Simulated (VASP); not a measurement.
Runs of VASP 6.6.1 on Cu. The structure is that of space group Fm-3m (No. 225), or close to it. The cells are those of the table. 

```tsv
cell	gap on the mesh (eV)	pressure (GPa)
a = 2.633 Å, angles 60.0°, 1 atom	none	(a)
a = 2.518, b = 2.518, c = 2.556 Å, angles 59.5, 59.5, 61.0°, 1 atom	none	7.3
a = 2.499, b = 2.499, c = 2.518 Å, angles 59.7, 59.7, 60.5°, 1 atom	none	12.9
a = 2.556, b = 2.556, c = 2.518 Å, angles 60.5, 60.5, 59.0°, 1 atom	none	4.7
a = 2.518 Å, angles 60.0°, 1 atom	none	(b)
```

Alike in all rows: task single point; level PBE; potentials or basis VASP PAW PBE potentials, release 64 (Cu); no spin polarisation; k mesh 22 × 22 × 22; cutoff (eV) 520; smearing gaussian 0.15 eV.

Problem. Estimate the missing entries.

Solution. (a) -8.3; (b) 10.2.

Caveats: the cell stands under pressure (at least some runs); the cell stands under tension (at least some runs).

A gap of «none» marks levels without a gap at the run's occupations.
